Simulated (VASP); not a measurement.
Wanted: the native input for a VASP 6.6.1 run.

| Property | Result |
| --- | --- |
| Task | single point |
| Functional | PBE |
| Potentials or basis | VASP PAW PBE potentials, release 64 (Sn_d, Se) |
| Cutoff | 520 eV |
| k mesh | 6 × 6 × 4 |
| Occupations | gaussian, width 0.1 eV |
| Spin | no spin polarisation |
| Dipole correction | no |
| Further INCAR settings | ALGO = Normal; EDIFF = 1e-06; NBANDS = 20 |

The structure of SnSe2 lies in POSCAR:

```
SnSe2
1.0
    3.8109987000      0.0000000000      0.0000000000
   -1.9054993500      3.3004216900      0.0000000000
    0.0000000000      0.0000000000      6.1370000800
Sn Se
1 2
Direct
    0.0000000000      0.0000000000      0.0000000000
    0.3333333300      0.6666666700      0.2500000000
    0.6666666700      0.3333333300      0.7500000000
```

These files were run (other wordings do the same):

INCAR

```
SYSTEM = SnSe2
  PREC = Accurate
  ENCUT = 520
  EDIFF = 1E-6
  ISMEAR = 0
  SIGMA = 0.1
  LREAL = .False.
  LASPH = .True.
  NELM = 60
  ALGO = Normal
  ISIF = 2
  LWAVE = .False.
  LCHARG = .False.
  GGA = PE
  NBANDS = 20
```

KPOINTS

```
regular mesh
0
Gamma
  6 6 4
  0 0 0
```

Potentials or basis: VASP PAW PBE potentials, release 64 (Sn_d, Se).

The run is started by

```bash
$ cat potpaw_PBE.64/Sn_d/POTCAR potpaw_PBE.64/Se/POTCAR > POTCAR
$ mpirun -np 1 vasp_std > vasp.out
```

Results of the run:

The pressure is 5.4 GPa. The largest force is 0.727 eV/Å and the band gap on the k mesh is 0.82 eV (least direct gap 1.09 eV).

Caveat: the cell stands under pressure; spin-orbit coupling is left out, which moves the levels of the heavy elements; this functional lacks dispersion, which binds layers or chains, so the pressure and a relaxed spacing across them are unreliable.

It took 12 s on 1 thread of Intel(R) Xeon(R) 6975P-C (Granite Rapids), with other jobs on the host, peak memory 0.19 GiB.
